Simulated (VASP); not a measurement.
# HfO2 (Fm-3m) in VASP: notebook

The runs below take HfO2 through single point, with PBE.

All numbers are computed with VASP 6.6.1; they aren't measurements. Logs are shortened: lines on timing, memory, paths and dates and some standing lists are left out, and cuts for length are marked.

## (1) The cell of the first run

The structure is cubic, space group Fm-3m (No. 225). The conventional cell has a = 5.011 Å, b = 5.011 Å, c = 5.011 Å, α = 90.00°, β = 90.00°, γ = 90.00°. Hf (site symmetry m-3m) has 8 O at 2.17 Å within 2.9 Å. Within 2.9 Å of O (site symmetry -43m) lie 4 Hf at 2.17 Å and 6 O at 2.51 Å.

## (2) Single point, PBE (volume scaled by 0.94, then relaxed in part)

File INCAR:

```
PREC = Accurate
ENCUT = 520
EDIFF = 1E-6
ISMEAR = -1
SIGMA = 0.02
LREAL = F
LASPH = T
NELM = 80
ALGO = Normal
ISIF = 2
LWAVE = F
LCHARG = T
GGA = PE
LELF = T
LVHAR = T
NBANDS = 18
```

File KPOINTS:

```
regular mesh
0
Gamma
  10 10 10
```

File POSCAR:

```
HfO2
1.0
    0.0000000000      2.5052914730      2.5052914730
    2.5052914730      0.0000000000      2.5052914730
    2.5052914730      2.5052914730      0.0000000000
Hf O
1 2
Direct
    0.0000000000      0.0000000000      0.0000000000
    0.2500000000      0.2500000000      0.2500000000
    0.7500000000      0.7500000000      0.7500000000
```

Potentials or basis: VASP PAW PBE potentials, release 64 (Hf_pv, O).

The run is started by

```
$ cat potpaw_PBE.64/Hf_pv/POTCAR potpaw_PBE.64/O/POTCAR > POTCAR
$ mpirun -np 1 vasp_std > vasp.out
```

OUTCAR:

```text
PREC = Accurate
   ENCUT = 520
   EDIFF = 1E-6
   ISMEAR = -1
   LREAL = F
   LASPH = T
   NELM = 80
   ISIF = 2
   GGA = PE

 ion  position               nearest neighbor table
   1  0.000  0.000  0.000-   2 2.17   3 2.17   3 2.17   3 2.17   3 2.17   2 2.17   2 2.17   2 2.17

   2  0.250  0.250  0.250-   1 2.17   1 2.17   1 2.17   1 2.17
   3  0.750  0.750  0.750-   1 2.17   1 2.17   1 2.17   1 2.17

  LATTYP: Found a face centered cubic cell.
 ALAT       =     5.0105829460

  Lattice vectors:

 A1 = (   0.0000000000,   2.5052914730,   2.5052914730)
 A2 = (   2.5052914730,   0.0000000000,   2.5052914730)
 A3 = (   2.5052914730,   2.5052914730,   0.0000000000)

Analysis of symmetry for initial positions (statically):
=====================================================================
 Subroutine PRICEL returns:
 Original cell was already a primitive cell.

 Routine SETGRP: Setting up the symmetry group for a
 face centered cubic supercell.

 Subroutine GETGRP returns: Found 48 space group operations
 (whereof 48 operations were pure point group operations)
 out of a pool of 48 trial point group operations.

The static configuration has the point symmetry O_h .

Analysis of symmetry for dynamics (positions and initial velocities):
=====================================================================
 Subroutine PRICEL returns:
 Original cell was already a primitive cell.

 Routine SETGRP: Setting up the symmetry group for a
 face centered cubic supercell.

 Subroutine GETGRP returns: Found 48 space group operations
 (whereof 48 operations were pure point group operations)
 out of a pool of 48 trial point group operations.

The dynamic configuration has the point symmetry O_h .

 Subroutine INISYM returns: Found 48 space group operations
 (whereof 48 operations are pure point group operations),
 and found     1 'primitive' translations

----------------------------------------------------------------------------------------

                                     Primitive cell

  volume of cell :      31.4489

  direct lattice vectors                    reciprocal lattice vectors
     0.000000000  2.505291473  2.505291473    -0.199577576  0.199577576  0.199577576
     2.505291473  0.000000000  2.505291473     0.199577576 -0.199577576  0.199577576
     2.505291473  2.505291473  0.000000000     0.199577576  0.199577576 -0.199577576

  length of vectors
     3.543017179  3.543017179  3.543017179     0.345678502  0.345678502  0.345678502

  position of ions in fractional coordinates (direct lattice)
     0.000000000  0.000000000  0.000000000
     0.250000000  0.250000000  0.250000000
     0.750000000  0.750000000  0.750000000

  ion indices of the primitive-cell ions
   primitive index   ion index
                 1           1
                 2           2
                 3           3

----------------------------------------------------------------------------------------

 KPOINTS: regular mesh

Automatic generation of k-mesh.
 Grid dimensions read from file:
 generate k-points for:   10   10   10

 Generating k-lattice:

  Cartesian coordinates                     Fractional coordinates (reciprocal lattice)
    -0.019957758  0.019957758  0.019957758     0.100000000  0.000000000  0.000000000
     0.019957758 -0.019957758  0.019957758     0.000000000  0.100000000  0.000000000
     0.019957758  0.019957758 -0.019957758     0.000000000  0.000000000  0.100000000

  Length of vectors
     0.034567850  0.034567850  0.034567850

  Shift w.r.t. Gamma in fractional coordinates (k-lattice)
     0.000000000  0.000000000  0.000000000

 Subroutine IBZKPT returns following result:
 ===========================================

 Found     47 irreducible k-points:

 Following reciprocal coordinates:
            Coordinates               Weight
  0.000000  0.000000  0.000000      1.000000
  0.100000  0.000000  0.000000      8.000000
  0.200000  0.000000  0.000000      8.000000
  0.300000  0.000000  0.000000      8.000000
  0.400000  0.000000  0.000000      8.000000
  0.500000  0.000000  0.000000      4.000000
[... 16 lines left out ...]
  0.300000  0.300000  0.000000      6.000000
  0.400000  0.300000  0.000000     24.000000
 [... further k-points ...]
   k-points           NKPTS =     47   k-points in BZ     NKDIM =     47   number of bands    NBANDS=     18
   number of dos      NEDOS =    301   number of ions     NIONS =      3
   total plane-waves  NPLWV =  21952
   dimension x,y,z NGX =    28 NGY =   28 NGZ =   28
   dimension x,y,z NGXF=    56 NGYF=   56 NGZF=   56
   ions per type =               1   2
   NGX,Y,Z   is equivalent  to a cutoff of  13.14, 13.14, 13.14 a.u.
   NGXF,Y,Z  is equivalent  to a cutoff of  26.28, 26.28, 26.28 a.u.
 SYSTEM =  unknown system
   PREC   = accura    normal or accurate (medium, high low for compatibility)
   ISTART =      0    job   : 0-new  1-cont  2-samecut
   ICHARG =      2    charge: 1-file 2-atom 10-const
   ISPIN  =      1    spin polarized calculation?
   LNONCOLLINEAR =      F non collinear calculations
   LSORBIT =      F    spin-orbit coupling
   LASPH  =      T    aspherical Exc in radial PAW
   ENCUT  =  520.0 eV  38.22 Ry    6.18 a.u.   6.59  6.59  6.59*2*pi/ulx,y,z
   NELM   =     80;   NELMIN=  2; NELMDL= -5     # of ELM steps
   EDIFF  = 0.1E-05   stopping-criterion for ELM
   LREAL  =      F    real-space projection
[... 7 lines left out ...]
   TEBEG  =    0.0;   TEEND  =   0.0 temperature during run
   PSTRESS=    0.0 pullay stress
   NELECT =      22.0000    total number of electrons
   NUPDOWN=      -1.0000    fix difference up-down
   EMIN   =  10.00;   EMAX   =-10.00  energy-range for DOS
   EFERMI =   0.00;   METHOD = LEGACY
   ISMEAR =    -1;   SIGMA  =   0.02  broadening in eV -4-tet -1-fermi 0-gaus
   EFERMI_NEDOS =   21; number of points for ismear=-14 and -15
   IALGO  =     38    algorithm
   IMIX   =      4    mixing-type and parameters
     AMIX     =   0.40;   BMIX     =  1.00
     AMIX_MAG =   1.60;   BMIX_MAG =  1.00
  volume/ion in A,a.u.               =      10.48        70.74
  Fermi-wavevector in a.u.,A,eV,Ry     =   1.453274  2.746289 28.735572  2.112005
  Thomas-Fermi vector in A             =   2.570559
   LORBIT       =      0    0 simple, 1 ext, 2 COOP (PROOUT), +10 PAW based schemes
   GGA     = PE    functional components
   LHFCALC =     F    Hartree Fock is set to
   AEXX    =    0.0000 exact exchange contribution
   IVDW    =     0    specifies the selected vdW correction
   LEPSILON=     F    determine dielectric tensor
   LRPA    =     F    only Hartree local field effects (RPA)
 non-spin polarized calculation
  energy-cutoff  :      520.00
  volume of cell :       31.45
 maximum number of plane-waves:       873
 NGX is ok and might be reduce to    28
   NGX = 13   NGY = 13   NGZ = 13

 number of electron      21.9999998 magnetization

 Free energy of the ion-electron system (eV)
  ---------------------------------------------------
  ext. energy  EPLUGINS =         0.00000000
  ---------------------------------------------------
  free energy    TOTEN  =       -30.21074116 eV

  energy without entropy =      -30.21074116  energy(sigma->0) =      -30.21074116

 E-fermi :   4.9674     XC(G=0): -12.0292

 val. band max:        4.5863161419   @ k =   0.5000   0.5000   0.0000
 cond. band min:       8.4834690183   @ k =   0.5000   0.5000   0.0000
 fundamental gap:      3.8971528764
 Fermi energy:         4.9673504803

 k-point     1 :       0.0000    0.0000    0.0000
  band No.  band energies     occupation
      1     -24.9384      2.00000
      2     -24.9384      2.00000
      3     -24.9384      2.00000
      4     -14.3699      2.00000
      5     -11.1571      2.00000
      6      -0.9774      2.00000
[... 10 lines left out ...]
     17      15.4626      0.00000
     18      18.5885      0.00000

 k-point     2 :       0.1000    0.0000    0.0000
  band No.  band energies     occupation
      1     -24.9912      2.00000
      2     -24.9440      2.00000
      3     -24.9440      2.00000
      4     -14.2212      2.00000
      5     -11.2799      2.00000
      6      -0.8751      2.00000
[... 10 lines left out ...]
     17      15.2693      0.00000
     18      18.2762      0.00000

 k-point     3 :       0.2000    0.0000    0.0000
  band No.  band energies     occupation
      1     -25.1248      2.00000
      2     -24.9586      2.00000
      3     -24.9586      2.00000
      4     -13.8380      2.00000
      5     -11.5617      2.00000
      6      -0.6027      2.00000
[... 10 lines left out ...]
     17      14.8594      0.00000
     18      18.0167      0.00000

 k-point     4 :       0.3000    0.0000    0.0000
  band No.  band energies     occupation
      1     -25.2819      2.00000
      2     -24.9765      2.00000
      3     -24.9765      2.00000
      4     -13.4008      2.00000
      5     -11.8116      2.00000
      6      -0.2634      2.00000
[... 375 lines left out ...]
      4     -13.1767      2.00000
      5     -11.9511      2.00000
      6      -0.5321      2.00000
[... 10 lines left out ...]
     17      15.1179      0.00000
     18      18.0054      0.00000

 k-point    23 :       0.3000    0.3000    0.0000
  band No.  band energies     occupation
      1     -25.3056      2.00000
      2     -25.0330      2.00000
      3     -25.0330      2.00000
      4     -12.9107      2.00000
      5     -12.1315      2.00000
      6      -0.4308      2.00000
[... 10 lines left out ...]
     17      13.8837      0.00000
     18      18.2499      0.00000

 k-point    24 :       0.4000    0.3000    0.0000
  band No.  band energies     occupation
      1     -25.3724      2.00000
      2     -25.0693      2.00000
      3     -25.0495      2.00000
      4     -12.5643      2.00000
      5     -12.2865      2.00000
      6      -1.0386      2.00000
[... 10 lines left out ...]
     17      15.2169      0.00000
     18      18.2584      0.00000

 [... further k-points ...]

------------------------ aborting loop because EDIFF is reached ----------------------------------------

  FORCE on cell =-STRESS in cart. coord.  units (eV):
  Direction    XX          YY          ZZ          XY          YZ          ZX
  --------------------------------------------------------------------------------------
  -------------------------------------------------------------------------------------
  Total        1.9718350      1.9718350      1.9718350     -0.0000000      0.0000000      0.0000000
  in kB      100.4561127    100.4561127    100.4561127     -0.0000000      0.0000000      0.0000000
  external PRESSURE =     100.4561127 kB  Pullay stress =       0.0000000 kB

 VOLUME and BASIS-vectors are now :
 -----------------------------------------------------------------------------
  energy-cutoff  :      520.00
  volume of cell :       31.45
      direct lattice vectors                 reciprocal lattice vectors
     0.000000000  2.505291473  2.505291473    -0.199577576  0.199577576  0.199577576
     2.505291473  0.000000000  2.505291473     0.199577576 -0.199577576  0.199577576
     2.505291473  2.505291473  0.000000000     0.199577576  0.199577576 -0.199577576

 POSITION                                       TOTAL-FORCE (eV/Angst)
 -----------------------------------------------------------------------------------
      0.00000      0.00000      0.00000        -0.000000      0.000000     -0.000000
      1.25265      1.25265      1.25265        -0.000000     -0.000000     -0.000000
      3.75794      3.75794      3.75794         0.000000      0.000000      0.000000
 -----------------------------------------------------------------------------------
    total drift:                                0.000000      0.000000      0.000000

  FREE ENERGIE OF THE ION-ELECTRON SYSTEM (eV)
  ---------------------------------------------------
  free  energy   TOTEN  =       -30.2107411638 eV

  energy  without entropy=      -30.2107411637  energy(sigma->0) =      -30.21074116
```

Run time: 43 s. Hardware: 1 thread of Intel Xeon 8259CL, shared host; peak memory 0.17 GiB.

Results:

```
Free energy            : -30.2107 eV
Pressure               : 10.0 GPa
Band gap on the k mesh : 3.90 eV, direct
```

Caveat: spin-orbit coupling is left out, which moves the levels of the heavy elements.

(Continued in part 2 of 2.)
